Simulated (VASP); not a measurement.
# CuI (F-43m) in VASP: settings compared

CuI is run at these levels: PBE, r2SCAN; tasks: single point, relaxation of cell and atoms.

Program: VASP 6.6.1. These are calculated values, not measurements. Logs are shortened: lines on timing, memory, paths and dates and some standing lists are left out, and cuts for length are marked.

## (1) The cell of the first run

The structure is cubic, space group F-43m (No. 216). Conventional cell: a = 6.081 Å, b = 6.081 Å, c = 6.081 Å, α = 90.00°, β = 90.00°, γ = 90.00°. Within 3.5 Å of Cu (site symmetry -43m) lie 4 I at 2.63 Å. I (site symmetry -43m) has 4 Cu at 2.63 Å within 3.5 Å.

## (2) Single point, PBE

The input, INCAR:

```
PREC = Accurate ; ENCUT = 520
EDIFF = 1E-7 ; ISMEAR = -1
SIGMA = 0.02 ; LREAL = False
LASPH = True ; NELM = 60
ALGO = Normal ; ISIF = 2
LWAVE = False ; LCHARG = True
GGA = PE ; LELF = True
LVHAR = True ; NBANDS = 16
```

The input, KPOINTS:

```
regular mesh
0
Gamma
  6 6 6
```

The input, POSCAR:

```
CuI
1.0
    0.0000000000      3.0404536539      3.0404536539
    3.0404536539      0.0000000000      3.0404536539
    3.0404536539      3.0404536539      0.0000000000
Cu I
1 1
Direct
    0.0000000000      0.0000000000      0.0000000000
    0.2500000000      0.2500000000      0.2500000000
```

Potentials or basis: VASP PAW PBE potentials, release 64 (Cu, I).

Command:

```console
$ cat potpaw_PBE.64/Cu/POTCAR potpaw_PBE.64/I/POTCAR > POTCAR
$ mpirun -np 1 vasp_std > vasp.out
```

OUTCAR:

```text
PREC = Accurate
   ENCUT = 520
   EDIFF = 1E-7
   ISMEAR = -1
   LREAL = False
   LASPH = True
   NELM = 60
   ISIF = 2
   GGA = PE

 ion  position               nearest neighbor table
   1  0.000  0.000  0.000-   2 2.63   2 2.63   2 2.63   2 2.63
   2  0.250  0.250  0.250-   1 2.63   1 2.63   1 2.63   1 2.63

  LATTYP: Found a face centered cubic cell.
 ALAT       =     6.0809073078

  Lattice vectors:

 A1 = (   0.0000000000,   3.0404536539,   3.0404536539)
 A2 = (   3.0404536539,   0.0000000000,   3.0404536539)
 A3 = (   3.0404536539,   3.0404536539,   0.0000000000)

Analysis of symmetry for initial positions (statically):
=====================================================================
 Subroutine PRICEL returns:
 Original cell was already a primitive cell.

 Routine SETGRP: Setting up the symmetry group for a
 face centered cubic supercell.

 Subroutine GETGRP returns: Found 24 space group operations
 (whereof 24 operations were pure point group operations)
 out of a pool of 48 trial point group operations.

The static configuration has the point symmetry T_d .

Analysis of symmetry for dynamics (positions and initial velocities):
=====================================================================
 Subroutine PRICEL returns:
 Original cell was already a primitive cell.

 Routine SETGRP: Setting up the symmetry group for a
 face centered cubic supercell.

 Subroutine GETGRP returns: Found 24 space group operations
 (whereof 24 operations were pure point group operations)
 out of a pool of 48 trial point group operations.

The dynamic configuration has the point symmetry T_d .

 Subroutine INISYM returns: Found 24 space group operations
 (whereof 24 operations are pure point group operations),
 and found     1 'primitive' translations

----------------------------------------------------------------------------------------

                                     Primitive cell

  volume of cell :      56.2141

  direct lattice vectors                    reciprocal lattice vectors
     0.000000000  3.040453654  3.040453654    -0.164449144  0.164449144  0.164449144
     3.040453654  0.000000000  3.040453654     0.164449144 -0.164449144  0.164449144
     3.040453654  3.040453654  0.000000000     0.164449144  0.164449144 -0.164449144

  length of vectors
     4.299850793  4.299850793  4.299850793     0.284834272  0.284834272  0.284834272

  position of ions in fractional coordinates (direct lattice)
     0.000000000  0.000000000  0.000000000
     0.250000000  0.250000000  0.250000000

  ion indices of the primitive-cell ions
   primitive index   ion index
                 1           1
                 2           2

----------------------------------------------------------------------------------------

 KPOINTS: regular mesh

Automatic generation of k-mesh.
 Grid dimensions read from file:
 generate k-points for:    6    6    6

 Generating k-lattice:

  Cartesian coordinates                     Fractional coordinates (reciprocal lattice)
    -0.027408191  0.027408191  0.027408191     0.166666667  0.000000000  0.000000000
     0.027408191 -0.027408191  0.027408191     0.000000000  0.166666667  0.000000000
     0.027408191  0.027408191 -0.027408191     0.000000000  0.000000000  0.166666667

  Length of vectors
     0.047472379  0.047472379  0.047472379

  Shift w.r.t. Gamma in fractional coordinates (k-lattice)
     0.000000000  0.000000000  0.000000000

 Subroutine IBZKPT returns following result:
 ===========================================

 Found     16 irreducible k-points:

 Following reciprocal coordinates:
            Coordinates               Weight
  0.000000  0.000000  0.000000      1.000000
  0.166667  0.000000  0.000000      8.000000
  0.333333  0.000000  0.000000      8.000000
  0.500000  0.000000  0.000000      4.000000
  0.166667  0.166667  0.000000      6.000000
  0.333333  0.166667  0.000000     24.000000
[... 8 lines left out ...]
 -0.333333  0.333333  0.166667     24.000000
 -0.333333  0.500000  0.166667     12.000000
   k-points           NKPTS =     16   k-points in BZ     NKDIM =     16   number of bands    NBANDS=     16
   number of dos      NEDOS =    301   number of ions     NIONS =      2
   total plane-waves  NPLWV =  32768
   dimension x,y,z NGX =    32 NGY =   32 NGZ =   32
   dimension x,y,z NGXF=    64 NGYF=   64 NGZF=   64
   ions per type =               1   1
   NGX,Y,Z   is equivalent  to a cutoff of  12.37, 12.37, 12.37 a.u.
   NGXF,Y,Z  is equivalent  to a cutoff of  24.74, 24.74, 24.74 a.u.
 SYSTEM =  unknown system
   PREC   = accura    normal or accurate (medium, high low for compatibility)
   ISTART =      0    job   : 0-new  1-cont  2-samecut
   ICHARG =      2    charge: 1-file 2-atom 10-const
   ISPIN  =      1    spin polarized calculation?
   LNONCOLLINEAR =      F non collinear calculations
   LSORBIT =      F    spin-orbit coupling
   LASPH  =      T    aspherical Exc in radial PAW
   ENCUT  =  520.0 eV  38.22 Ry    6.18 a.u.   7.99  7.99  7.99*2*pi/ulx,y,z
   NELM   =     60;   NELMIN=  2; NELMDL= -5     # of ELM steps
   EDIFF  = 0.1E-06   stopping-criterion for ELM
   LREAL  =      F    real-space projection
   EDIFFG = 0.1E-05   stopping-criterion for IOM
   NSW    =      0    number of steps for IOM
   IBRION =     -1    ionic relax: 0-MD 1-quasi-New 2-CG
   NFREE  =      0    steps in history (QN), initial steepest desc. (CG)
   ISIF   =      2    stress and relaxation
   ISYM   =      2    0-nonsym 1-usesym 2-fastsym
   POTIM  = 0.5000    time-step for ionic-motion
   TEBEG  =    0.0;   TEEND  =   0.0 temperature during run
   PSTRESS=    0.0 pullay stress
   NELECT =      18.0000    total number of electrons
   NUPDOWN=      -1.0000    fix difference up-down
   EMIN   =  10.00;   EMAX   =-10.00  energy-range for DOS
   EFERMI =   0.00;   METHOD = LEGACY
   ISMEAR =    -1;   SIGMA  =   0.02  broadening in eV -4-tet -1-fermi 0-gaus
   EFERMI_NEDOS =   21; number of points for ismear=-14 and -15
   IALGO  =     38    algorithm
   IMIX   =      4    mixing-type and parameters
     AMIX     =   0.40;   BMIX     =  1.00
     AMIX_MAG =   1.60;   BMIX_MAG =  1.00
  volume/ion in A,a.u.               =      28.11       189.68
  Fermi-wavevector in a.u.,A,eV,Ry     =   1.119998  2.116489 17.067090  1.254396
  Thomas-Fermi vector in A             =   2.256641
   LORBIT       =      0    0 simple, 1 ext, 2 COOP (PROOUT), +10 PAW based schemes
   GGA     = PE    functional components
   LHFCALC =     F    Hartree Fock is set to
   AEXX    =    0.0000 exact exchange contribution
   IVDW    =     0    specifies the selected vdW correction
   LEPSILON=     F    determine dielectric tensor
   LRPA    =     F    only Hartree local field effects (RPA)
 non-spin polarized calculation
  energy-cutoff  :      520.00
  volume of cell :       56.21
 maximum number of plane-waves:      1527
   NGX = 15   NGY = 15   NGZ = 15

 number of electron      18.0000011 magnetization

 Free energy of the ion-electron system (eV)
  ---------------------------------------------------
  ext. energy  EPLUGINS =         0.00000000
  ---------------------------------------------------
  free energy    TOTEN  =        -5.56041102 eV

  energy without entropy =       -5.56041102  energy(sigma->0) =       -5.56041102

 E-fermi :   4.7760     XC(G=0):  -8.8951

 val. band max:        4.3370527343   @ k =   0.0000   0.0000   0.0000
 cond. band min:       5.4566126213   @ k =   0.0000   0.0000   0.0000
 fundamental gap:      1.1195598870
 Fermi energy:         4.7760119930

 k-point     1 :       0.0000    0.0000    0.0000
  band No.  band energies     occupation
      1      -9.6271      2.00000
      2       0.7377      2.00000
      3       0.7377      2.00000
      4       0.7377      2.00000
      5       2.5221      2.00000
      6       2.5221      2.00000
[... 8 lines left out ...]
     15      13.8976      0.00000
     16      13.8976      0.00000

 k-point     2 :       0.1667    0.0000    0.0000
  band No.  band energies     occupation
      1      -9.5047      2.00000
      2       0.2355      2.00000
      3       0.7463      2.00000
      4       0.7463      2.00000
      5       2.5134      2.00000
      6       2.5134      2.00000
[... 8 lines left out ...]
     15      13.0714      0.00000
     16      13.4702      0.00000

 k-point     3 :       0.3333    0.0000    0.0000
  band No.  band energies     occupation
      1      -9.2365      2.00000
      2      -0.7288      2.00000
      3       0.7569      2.00000
      4       0.7569      2.00000
      5       2.5240      2.00000
      6       2.5240      2.00000
[... 8 lines left out ...]
     15      13.5463      0.00000
     16      13.5463      0.00000

 k-point     4 :       0.5000    0.0000    0.0000
  band No.  band energies     occupation
      1      -9.0881      2.00000
      2      -1.1910      2.00000
      3       0.7583      2.00000
      4       0.7583      2.00000
      5       2.5496      2.00000
      6       2.5496      2.00000
[... 8 lines left out ...]
     15      15.1811      0.00000
     16      15.1811      0.00000
[... 172 lines left out ...]
 k-point    14 :       0.5000    0.3333    0.1667
  band No.  band energies     occupation
      1      -9.0518      2.00000
      2      -0.7491      2.00000
      3       0.2590      2.00000
      4       0.6894      2.00000
      5       2.4626      2.00000
      6       2.5393      2.00000
[... 8 lines left out ...]
     15      15.2539      0.00000
     16      16.3183      0.00000

 k-point    15 :      -0.3333    0.3333    0.1667
  band No.  band energies     occupation
      1      -8.9505      2.00000
      2      -0.8001      2.00000
      3      -0.0307      2.00000
      4       0.6491      2.00000
      5       2.4331      2.00000
      6       2.5242      2.00000
[... 8 lines left out ...]
     15      15.4251      0.00000
     16      16.0661      0.00000

 k-point    16 :      -0.3333    0.5000    0.1667
  band No.  band energies     occupation
      1      -8.9029      2.00000
      2      -0.8961      2.00000
      3       0.1068      2.00000
      4       0.5571      2.00000
      5       2.4772      2.00000
      6       2.4842      2.00000
[... 8 lines left out ...]
     15      15.8113      0.00000
     16      16.3444      0.00000

------------------------ aborting loop because EDIFF is reached ----------------------------------------

  FORCE on cell =-STRESS in cart. coord.  units (eV):
  Direction    XX          YY          ZZ          XY          YZ          ZX
  --------------------------------------------------------------------------------------
  -------------------------------------------------------------------------------------
  Total       -0.0018959     -0.0018959     -0.0018959      0.0000000      0.0000000      0.0000000
  in kB       -0.0540359     -0.0540359     -0.0540359      0.0000000      0.0000000      0.0000000
  external PRESSURE =      -0.0540359 kB  Pullay stress =       0.0000000 kB

 VOLUME and BASIS-vectors are now :
 -----------------------------------------------------------------------------
  energy-cutoff  :      520.00
  volume of cell :       56.21
      direct lattice vectors                 reciprocal lattice vectors
     0.000000000  3.040453654  3.040453654    -0.164449144  0.164449144  0.164449144
     3.040453654  0.000000000  3.040453654     0.164449144 -0.164449144  0.164449144
     3.040453654  3.040453654  0.000000000     0.164449144  0.164449144 -0.164449144

 POSITION                                       TOTAL-FORCE (eV/Angst)
 -----------------------------------------------------------------------------------
      0.00000      0.00000      0.00000        -0.000000      0.000000     -0.000000
      1.52023      1.52023      1.52023         0.000000     -0.000000      0.000000
 -----------------------------------------------------------------------------------
    total drift:                               -0.000001     -0.000001     -0.000001

  FREE ENERGIE OF THE ION-ELECTRON SYSTEM (eV)
  ---------------------------------------------------
  free  energy   TOTEN  =        -5.5604110182 eV

  energy  without entropy=       -5.5604110182  energy(sigma->0) =       -5.56041102
```

Run time: 7.9 s. Hardware: 1 thread of Intel Xeon 6975P-C (Granite Rapids), shared host; peak memory 0.18 GiB.

What came out:

* Free energy: -5.5604 eV
* Pressure: 0.0 GPa
* Band gap on the k mesh: 1.12 eV

Caveat: spin-orbit coupling is left out, which moves the levels of the heavy elements.

(Part 1 of 3 ends here.)
